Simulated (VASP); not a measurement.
# C (P6_3/mmc) in VASP: further runs

C is run at these levels: LDA, PBEsol; tasks: single point.

The COD entry that gives the cell may itself be a prediction, so a difference from it is no test against experiment.

Program: VASP 6.6.1. These are calculated values, not measurements. Logs are shortened: lines on timing, memory, paths and dates and some standing lists are left out, and cuts for length are marked.

## Step 1: The cell of the first run

Symmetry: P6_3/mmc, No. 194, hexagonal system. Conventional cell: a = 2.492 Å, b = 2.492 Å, c = 12.293 Å, α = 90.00°, β = 90.00°, γ = 120.00°. Within 2.0 Å of C (site symmetry 3m) lie 4 C at 1.53 Å. C (site symmetry 3m) has 4 C at 1.53 Å within 2.0 Å. Within 2.0 Å of C (site symmetry 3m) lie 4 C at 1.53 to 1.55 Å.

## Step 2: Single point, LDA

The input, INCAR:

```
  ALGO = Normal
  EDIFF = 1E-6
  ENCUT = 520
  ISIF = 2
  ISMEAR = -1
  LASPH = True
  LCHARG = True
  LELF = True
  LREAL = False
  LVHAR = True
  LWAVE = False
  NBANDS = 36
  NELM = 100
  PREC = Accurate
  SIGMA = 0.05
```

The input, KPOINTS:

```
k-points
0
Gamma
  12 12 3
```

The input, POSCAR:

```
C
1.0
    2.4922841890      0.0000000000      0.0000000000
   -1.2461420945      2.1583814211      0.0000000000
    0.0000000000      0.0000000000     12.2930829658
C
12
Direct
    0.6666666667      0.3333333333      0.3549391847
    0.3333333333      0.6666666667      0.8549391847
    0.6666666667      0.3333333333      0.1450608153
    0.3333333333      0.6666666667      0.6450608153
    0.6666666667      0.3333333333      0.4792314227
    0.3333333333      0.6666666667      0.9792314227
    0.6666666667      0.3333333333      0.0207685773
    0.3333333333      0.6666666667      0.5207685773
    0.0000000000      0.0000000000      0.8131402249
    0.0000000000      0.0000000000      0.3131402249
    0.0000000000      0.0000000000      0.6868597751
    0.0000000000      0.0000000000      0.1868597751
```

Potentials or basis: VASP PAW LDA potentials, release 64 (C).

On the command line:

```console
cat potpaw_LDA.64/C/POTCAR > POTCAR
mpirun -np 1 vasp_std > vasp.out
```

OUTCAR:

```text
EDIFF = 1E-6
   ENCUT = 520
   ISIF = 2
   ISMEAR = -1
   LASPH = True
   LREAL = False
   NELM = 100
   PREC = Accurate

 ion  position               nearest neighbor table
   1  0.667  0.333  0.355-  10 1.53  10 1.53  10 1.53   5 1.53
   2  0.333  0.667  0.855-   9 1.53   9 1.53   9 1.53   6 1.53
   3  0.667  0.333  0.145-  12 1.53  12 1.53  12 1.53   7 1.53
   4  0.333  0.667  0.645-  11 1.53  11 1.53  11 1.53   8 1.53
   5  0.667  0.333  0.479-   8 1.53   8 1.53   8 1.53   1 1.53
   6  0.333  0.667  0.979-   7 1.53   7 1.53   7 1.53   2 1.53
   7  0.667  0.333  0.021-   6 1.53   6 1.53   6 1.53   3 1.53
   8  0.333  0.667  0.521-   5 1.53   5 1.53   5 1.53   4 1.53
   9  0.000  0.000  0.813-   2 1.53   2 1.53   2 1.53  11 1.55
  10  0.000  0.000  0.313-   1 1.53   1 1.53   1 1.53  12 1.55
  11  0.000  0.000  0.687-   4 1.53   4 1.53   4 1.53   9 1.55
  12  0.000  0.000  0.187-   3 1.53   3 1.53   3 1.53  10 1.55

  LATTYP: Found a hexagonal cell.
 ALAT       =     2.4922841890
 C/A-ratio  =     4.9324563467

  Lattice vectors:

 A1 = (   2.4922841890,   0.0000000000,   0.0000000000)
 A2 = (  -1.2461420945,   2.1583814211,   0.0000000000)
 A3 = (   0.0000000000,   0.0000000000,  12.2930829658)

Analysis of symmetry for initial positions (statically):
=====================================================================
 Subroutine PRICEL returns:
 Original cell was already a primitive cell.

 Routine SETGRP: Setting up the symmetry group for a
 hexagonal supercell.

 Subroutine GETGRP returns: Found 24 space group operations
 (whereof 12 operations were pure point group operations)
 out of a pool of 24 trial point group operations.

The static configuration has the point symmetry D_3d.
 The point group associated with its full space group is D_6h.

Analysis of symmetry for dynamics (positions and initial velocities):
=====================================================================
 Subroutine PRICEL returns:
 Original cell was already a primitive cell.

 Routine SETGRP: Setting up the symmetry group for a
 hexagonal supercell.

 Subroutine GETGRP returns: Found 24 space group operations
 (whereof 12 operations were pure point group operations)
 out of a pool of 24 trial point group operations.

The dynamic configuration has the point symmetry D_3d.
 The point group associated with its full space group is D_6h.

 Subroutine INISYM returns: Found 24 space group operations
 (whereof 12 operations are pure point group operations),
 and found     1 'primitive' translations

----------------------------------------------------------------------------------------

                                     Primitive cell

  volume of cell :      66.1282

  direct lattice vectors                    reciprocal lattice vectors
     2.492284189  0.000000000  0.000000000     0.401238352  0.231655070  0.000000000
    -1.246142094  2.158381421  0.000000000     0.000000000  0.463310141  0.000000000
     0.000000000  0.000000000 12.293082966     0.000000000  0.000000000  0.081346559

  length of vectors
     2.492284189  2.492284189 12.293082966     0.463310141  0.463310141  0.081346559

  position of ions in fractional coordinates (direct lattice)
     0.666666667  0.333333333  0.354939185
     0.333333333  0.666666667  0.854939185
     0.666666667  0.333333333  0.145060815
     0.333333333  0.666666667  0.645060815
     0.666666667  0.333333333  0.479231423
     0.333333333  0.666666667  0.979231423
     0.666666667  0.333333333  0.020768577
     0.333333333  0.666666667  0.520768577
     0.000000000  0.000000000  0.813140225
     0.000000000  0.000000000  0.313140225
     0.000000000  0.000000000  0.686859775
     0.000000000  0.000000000  0.186859775

  ion indices of the primitive-cell ions
   primitive index   ion index
                 1           1
                 2           2
                 3           3
                 4           4
                 5           5
                 6           6
                 7           7
                 8           8
                 9           9
                10          10
                11          11
                12          12

----------------------------------------------------------------------------------------

 KPOINTS: k-points

Automatic generation of k-mesh.
 Grid dimensions read from file:
 generate k-points for:   12   12    3

 Generating k-lattice:

  Cartesian coordinates                     Fractional coordinates (reciprocal lattice)
     0.033436529  0.019304589  0.000000000     0.083333333 -0.000000000  0.000000000
     0.000000000  0.038609178  0.000000000     0.000000000  0.083333333  0.000000000
     0.000000000  0.000000000  0.027115520     0.000000000  0.000000000  0.333333333

  Length of vectors
     0.038609178  0.038609178  0.027115520

  Shift w.r.t. Gamma in fractional coordinates (k-lattice)
     0.000000000  0.000000000  0.000000000

 Subroutine IBZKPT returns following result:
 ===========================================

 Found     38 irreducible k-points:

 Following reciprocal coordinates:
            Coordinates               Weight
  0.000000  0.000000  0.000000      1.000000
  0.083333 -0.000000  0.000000      6.000000
  0.166667 -0.000000  0.000000      6.000000
  0.250000 -0.000000  0.000000      6.000000
  0.333333 -0.000000  0.000000      6.000000
  0.416667 -0.000000  0.000000      6.000000
[... 16 lines left out ...]
  0.250000 -0.000000  0.333333     12.000000
  0.333333 -0.000000  0.333333     12.000000
 [... further k-points ...]
   k-points           NKPTS =     38   k-points in BZ     NKDIM =     38   number of bands    NBANDS=     36
   number of dos      NEDOS =    301   number of ions     NIONS =     12
   total plane-waves  NPLWV =  38400
   dimension x,y,z NGX =    20 NGY =   20 NGZ =   96
   dimension x,y,z NGXF=    40 NGYF=   40 NGZF=  192
   ions per type =              12
   NGX,Y,Z   is equivalent  to a cutoff of  13.34, 13.34, 12.98 a.u.
   NGXF,Y,Z  is equivalent  to a cutoff of  26.68, 26.68, 25.97 a.u.
 SYSTEM =  unknown system
   PREC   = accura    normal or accurate (medium, high low for compatibility)
   ISTART =      0    job   : 0-new  1-cont  2-samecut
   ICHARG =      2    charge: 1-file 2-atom 10-const
   ISPIN  =      1    spin polarized calculation?
   LNONCOLLINEAR =      F non collinear calculations
   LSORBIT =      F    spin-orbit coupling
   LASPH  =      T    aspherical Exc in radial PAW
   ENCUT  =  520.0 eV  38.22 Ry    6.18 a.u.   4.63  4.63 22.86*2*pi/ulx,y,z
   NELM   =    100;   NELMIN=  2; NELMDL= -5     # of ELM steps
   EDIFF  = 0.1E-05   stopping-criterion for ELM
   LREAL  =      F    real-space projection
   EDIFFG = 0.1E-04   stopping-criterion for IOM
   NSW    =      0    number of steps for IOM
   IBRION =     -1    ionic relax: 0-MD 1-quasi-New 2-CG
   NFREE  =      0    steps in history (QN), initial steepest desc. (CG)
   ISIF   =      2    stress and relaxation
   ISYM   =      2    0-nonsym 1-usesym 2-fastsym
   POTIM  = 0.5000    time-step for ionic-motion
   TEBEG  =    0.0;   TEEND  =   0.0 temperature during run
   PSTRESS=    0.0 pullay stress
   NELECT =      48.0000    total number of electrons
   NUPDOWN=      -1.0000    fix difference up-down
   EMIN   =  10.00;   EMAX   =-10.00  energy-range for DOS
   EFERMI =   0.00;   METHOD = LEGACY
   ISMEAR =    -1;   SIGMA  =   0.05  broadening in eV -4-tet -1-fermi 0-gaus
   EFERMI_NEDOS =   21; number of points for ismear=-14 and -15
   IALGO  =     38    algorithm
   IMIX   =      4    mixing-type and parameters
     AMIX     =   0.40;   BMIX     =  1.00
     AMIX_MAG =   1.60;   BMIX_MAG =  1.00
  volume/ion in A,a.u.               =       5.51        37.19
  Fermi-wavevector in a.u.,A,eV,Ry     =   1.471272  2.780301 29.451744  2.164642
  Thomas-Fermi vector in A             =   2.586428
   LORBIT       =      0    0 simple, 1 ext, 2 COOP (PROOUT), +10 PAW based schemes
   GGA     = CA    functional components
   LHFCALC =     F    Hartree Fock is set to
   AEXX    =    0.0000 exact exchange contribution
   IVDW    =     0    specifies the selected vdW correction
   LEPSILON=     F    determine dielectric tensor
   LRPA    =     F    only Hartree local field effects (RPA)
 non-spin polarized calculation
  energy-cutoff  :      520.00
  volume of cell :       66.13
 maximum number of plane-waves:      1809
 NGX is ok and might be reduce to    20
   NGX =  9   NGY =  9   NGZ = 45

 number of electron      47.9999998 magnetization

 Free energy of the ion-electron system (eV)
  ---------------------------------------------------
  ext. energy  EPLUGINS =         0.00000000
  ---------------------------------------------------
  free energy    TOTEN  =      -121.40117000 eV

  energy without entropy =     -121.40117000  energy(sigma->0) =     -121.40117000

 E-fermi :  11.2448     XC(G=0): -13.6379

 val. band max:       10.2446252515   @ k =   0.0000   0.0000   0.0000
 cond. band min:      14.7471935195   @ k =   0.3333  -0.0000   0.0000
 fundamental gap:      4.5025682680
 Fermi energy:        11.2448186357

 k-point     1 :       0.0000    0.0000    0.0000
  band No.  band energies     occupation
      1     -11.5662      2.00000
      2     -10.8311      2.00000
      3     -10.7504      2.00000
      4      -8.5432      2.00000
      5      -8.4787      2.00000
      6      -5.6323      2.00000
[... 28 lines left out ...]
     35      18.2773      0.00000
     36      19.0035      0.00000

 k-point     2 :       0.0833   -0.0000    0.0000
  band No.  band energies     occupation
      1     -11.3914      2.00000
      2     -10.6573      2.00000
      3     -10.5770      2.00000
      4      -8.3741      2.00000
      5      -8.3103      2.00000
      6      -5.4784      2.00000
[... 28 lines left out ...]
     35      18.7862      0.00000
     36      18.9121      0.00000

 k-point     3 :       0.1667   -0.0000    0.0000
  band No.  band energies     occupation
      1     -10.8687      2.00000
      2     -10.1376      2.00000
      3     -10.0587      2.00000
      4      -7.8690      2.00000
      5      -7.8076      2.00000
      6      -5.0192      2.00000
[... 28 lines left out ...]
     35      19.1392      0.00000
     36      20.0923      0.00000

 k-point     4 :       0.2500   -0.0000    0.0000
  band No.  band energies     occupation
      1     -10.0040      2.00000
      2      -9.2782      2.00000
      3      -9.2023      2.00000
      4      -7.0363      2.00000
      5      -6.9800      2.00000
      6      -4.2630      2.00000
[... 28 lines left out ...]
     35      19.6511      0.00000
     36      20.9163      0.00000

 k-point     5 :       0.3333   -0.0000    0.0000
  band No.  band energies     occupation
      1      -8.8105      2.00000
      2      -8.0929      2.00000
      3      -8.0248      2.00000
      4      -5.8981      2.00000
      5      -5.8557      2.00000
      6      -3.2408      2.00000
[... 655 lines left out ...]
 k-point    22 :       0.1667   -0.0000    0.3333
  band No.  band energies     occupation
      1     -10.7830      2.00000
      2     -10.5266      2.00000
      3      -9.5028      2.00000
      4      -8.7476      2.00000
      5      -6.7973      2.00000
      6      -5.7005      2.00000
[... 28 lines left out ...]
     35      19.2361      0.00000
     36      19.9596      0.00000

 k-point    23 :       0.2500   -0.0000    0.3333
  band No.  band energies     occupation
      1      -9.9190      2.00000
      2      -9.6647      2.00000
      3      -8.6510      2.00000
      4      -7.9047      2.00000
      5      -5.9859      2.00000
      6      -4.9167      2.00000
[... 28 lines left out ...]
     35      20.0925      0.00000
     36      20.4165      0.00000

 k-point    24 :       0.3333   -0.0000    0.3333
  band No.  band energies     occupation
      1      -8.7266      2.00000
      2      -8.4761      2.00000
      3      -7.4805      2.00000
      4      -6.7498      2.00000
      5      -4.8885      2.00000
      6      -3.8647      2.00000
[... 28 lines left out ...]
     35      19.5791      0.00000
     36      20.2309      0.00000

 [... further k-points ...]
[... 5 lines left out ...]
  --------------------------------------------------------------------------------------
  -------------------------------------------------------------------------------------
  Total        0.6667879      0.6667879      0.6575748      0.0000000      0.0000000      0.0000000
  in kB       16.1551772     16.1551772     15.9319594      0.0000000      0.0000000      0.0000000
  external PRESSURE =      16.0807713 kB  Pullay stress =       0.0000000 kB

 VOLUME and BASIS-vectors are now :
 -----------------------------------------------------------------------------
  energy-cutoff  :      520.00
  volume of cell :       66.13
      direct lattice vectors                 reciprocal lattice vectors
     2.492284189  0.000000000  0.000000000     0.401238352  0.231655070  0.000000000
    -1.246142094  2.158381421  0.000000000     0.000000000  0.463310141  0.000000000
     0.000000000  0.000000000 12.293082966     0.000000000  0.000000000  0.081346559

 POSITION                                       TOTAL-FORCE (eV/Angst)
 -----------------------------------------------------------------------------------
      1.24614      0.71946      4.36330        -0.000000     -0.000000     -0.001294
     -0.00000      1.43892     10.50984         0.000000     -0.000000     -0.001294
      1.24614      0.71946      1.78324        -0.000000      0.000000      0.001294
     -0.00000      1.43892      7.92979         0.000000     -0.000000      0.001294
      1.24614      0.71946      5.89123        -0.000000      0.000000     -0.000300
     -0.00000      1.43892     12.03777        -0.000000      0.000000     -0.000300
      1.24614      0.71946      0.25531         0.000000      0.000000      0.000300
     -0.00000      1.43892      6.40185        -0.000000     -0.000000      0.000300
      0.00000      0.00000      9.99600         0.000000     -0.000000     -0.004310
      0.00000      0.00000      3.84946        -0.000000      0.000000     -0.004310
      0.00000      0.00000      8.44362         0.000000     -0.000000      0.004310
      0.00000      0.00000      2.29708        -0.000000      0.000000      0.004310
 -----------------------------------------------------------------------------------
    total drift:                                0.000000     -0.000000      0.000000

  FREE ENERGIE OF THE ION-ELECTRON SYSTEM (eV)
  ---------------------------------------------------
  free  energy   TOTEN  =      -121.4011700017 eV

  energy  without entropy=     -121.4011700017  energy(sigma->0) =     -121.40117000
```

Wall time 2.6 min (1 thread of AMD EPYC 7R13, shared host); peak memory 0.15 GiB.

Results:

* Free energy: -121.4012 eV
* Pressure: 1.6 GPa
* Largest force: 0.004 eV/Å
* Band gap on the k mesh: 4.50 eV, indirect (least direct gap 5.41 eV)

Forces on the atoms (eV/Å):
```
C    0.000  0.000 -0.001
C    0.000  0.000 -0.001
C    0.000  0.000  0.001
C    0.000  0.000  0.001
C    0.000  0.000  0.000
C    0.000  0.000  0.000
C    0.000  0.000  0.000
C    0.000  0.000  0.000
C    0.000  0.000 -0.004
C    0.000  0.000 -0.004
C    0.000  0.000  0.004
C    0.000  0.000  0.004
```

A k mesh can miss the band edges.

## Step 3: Single point, PBEsol

This run uses another cell than the first one, of 5.61 Å³/atom, 1.019 times its volume.

The input, INCAR:

```
PREC = Accurate
ENCUT = 520
EDIFF = 1E-6
ISMEAR = -1
SIGMA = 0.05
LREAL = False
LASPH = True
NELM = 80
ALGO = Normal
ISIF = 2
LWAVE = False
LCHARG = False
GGA = PS
NBANDS = 36
```

The input, KPOINTS:

```
regular mesh
0
Gamma
  12 12 3
```

The input, POSCAR:

```
C
1.0
    2.5078287691      0.0000000000      0.0000000000
   -1.2539143845      2.1718434224      0.0000000000
    0.0000000000      0.0000000000     12.3684345161
C
12
Direct
    0.6666666667      0.3333333333      0.3549223128
    0.3333333333      0.6666666667      0.8549223128
    0.6666666667      0.3333333333      0.1450776872
    0.3333333333      0.6666666667      0.6450776872
    0.6666666667      0.3333333333      0.4792311082
    0.3333333333      0.6666666667      0.9792311082
    0.6666666667      0.3333333333      0.0207688918
    0.3333333333      0.6666666667      0.5207688918
    0.0000000000      0.0000000000      0.8131366246
    0.0000000000      0.0000000000      0.3131366246
    0.0000000000      0.0000000000      0.6868633754
    0.0000000000      0.0000000000      0.1868633754
```

Potentials or basis: VASP PAW PBE potentials, release 64 (C).

On the command line:

```console
cat potpaw_PBE.64/C/POTCAR > POTCAR
mpirun -np 1 vasp_std > vasp.out
```

It took 2.6 min on 1 thread of AMD EPYC 7R13, shared host; peak memory 0.18 GiB.

The run converged. Its results:

```yaml
Free_energy: -115.4335 eV
Pressure: 1.1 GPa
Largest_force: 0.005 eV/Å
Band_gap_on_the_k_mesh: 4.36 eV, indirect (least direct gap 5.36 eV)
```

Forces on the atoms (eV/Å):
```
C    0.000  0.000  0.000
C    0.000  0.000  0.000
C    0.000  0.000  0.000
C    0.000  0.000  0.000
C    0.000  0.000 -0.001
C    0.000  0.000 -0.001
C    0.000  0.000  0.001
C    0.000  0.000  0.001
C    0.000  0.000 -0.005
C    0.000  0.000 -0.005
C    0.000  0.000  0.005
C    0.000  0.000  0.005
```

Levels at points of the mesh, in eV from the valence-band top:
```
           k point  band 20  band 21  band 22  band 23  band 24  band 25  band 26  band 27  band 28  band 29
(0.00, 0.00, 0.00)    -0.99    -0.99    -0.16     0.00     0.00     5.36     5.36     5.48     6.45     6.45
(0.50, 0.00, 0.00)    -4.45    -4.14    -4.09    -3.68    -2.95     4.50     5.10     5.15     5.48     6.58
```

Caveat: the PAW data sets were made with another functional, which shifts forces and pressure a little. A k mesh can miss the band edges.
